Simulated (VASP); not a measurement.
Set up this calculation in VASP 6.6.1, as the native input.

```yaml
Task: relaxation of cell and atoms
Functional: PBE
Potentials_or_basis: VASP PAW PBE potentials, release 64 (Cs_sv)
Cutoff: 600 eV
k_mesh: 5 × 5 × 6
Occupations: fermi-dirac, width 0.1 eV
Spin: no spin polarisation
Dipole_correction: no
Further_INCAR_settings: ALGO = Normal; EDIFF = 1e-06; IBRION = 2; EDIFFG = -0.01; NSW = 80; ISIF = 3
```

The structure of Cs lies in POSCAR:

```
Cs
1.0
    8.5460026433      0.0000000000      0.0000000000
   -4.2730013217      7.4010553899      0.0000000000
    0.0000000000      0.0000000000      5.2386996204
Cs
3
Direct
    0.0000000000      0.0000000000      0.0000000000
    0.3333333333      0.6666666667      0.5000000000
    0.6666666667      0.3333333333      0.5000000000
```

This isn't the form of Cs at room conditions, which is bcc.

One way to write it, as run:

INCAR

```
SYSTEM = Cs
PREC = Accurate
ENCUT = 600
EDIFF = 1E-6
ISMEAR = -1
SIGMA = 0.1
LREAL = .FALSE.
LASPH = .TRUE.
NELM = 60
ALGO = Normal
ISIF = 3
LWAVE = .FALSE.
LCHARG = .FALSE.
GGA = PE
IBRION = 2
NSW = 80
EDIFFG = -0.01
```

KPOINTS

```
Automatic mesh
0
G
  5 5 6
  0 0 0
```

Potentials or basis: VASP PAW PBE potentials, release 64 (Cs_sv).

Launch:

```console
$ cat potpaw_PBE.64/Cs_sv/POTCAR > POTCAR
$ mpirun -np 1 vasp_std > vasp.out
```

Results of the run:

```yaml
Relaxed_volume: 117.69 Å³/atom
Relaxed_cell: a = 8.801 Å, b = 8.801 Å, c = 5.263 Å, α = 90.00°, β = 90.00°, γ = 120.00°
Space_group_after_relaxing_to_0.1_Å: P6/mmm (No. 191)
Energy_gained_by_relaxing: 3.5 meV/atom
Ionic_steps: 6
Pressure_after_relaxing: 0.0 GPa
Band_gap_on_the_k_mesh: zero (an odd number of electrons rules out a gap without spin polarisation)
```

Caveat: spin-orbit coupling is left out, which moves the levels of the heavy elements.

It took 16 min on 1 thread of Intel Xeon 8259CL (shared host), peak memory 0.56 GiB.
